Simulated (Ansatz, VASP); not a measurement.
# Co in VASP and in Ansatz

```
Co
1.0
     0.00000    2.51742    2.51742
     2.51742    0.00000    2.51742
     2.51742    2.51742    0.00000
Co
2
Direct
  0.00000 0.00000 0.00000
  0.25000 0.25000 0.25000
```

Alike in both runs: functional r2SCAN; k mesh 18 × 18 × 18; occupations gaussian, width 0.1 eV; collinear spin.

Ansatz relaxed the structure, and its values are those at the end. VASP's run is a single point on that final structure, the one shown.

|  | VASP | Ansatz |
| --- | --- | --- |
| version | VASP 6.6.1 | Ansatz 0.2.0 |
| potentials or method | VASP PAW PBE potentials, release 64 (Co), cutoff 520 eV | scalar-relativistic, plane waves, PAW |
| valence electrons in the cell | 18 | 34 |

```csv
,VASP,Ansatz,Ansatz less VASP
gap on the k mesh at the Fermi level (eV),none,none,-
pressure (GPa),-0.5,0.0,+0.53
net moment per atom (μB),1.83,1.84,+0.012
size of the moment on the site where the two differ most (μB),1.84,1.92,+0.080
```

VASP's potentials were made for PBE, not for r2SCAN. Site moments also hang on the region over which each program counts them. A gap of «none» marks a metal or a gap that the smearing closes. With one functional, cell and mesh, what is left measures potentials, basis and numerics. VASP's potentials hold 18 valence electrons a cell and Ansatz's 34, so a difference there can come from the potentials and not from the codes.
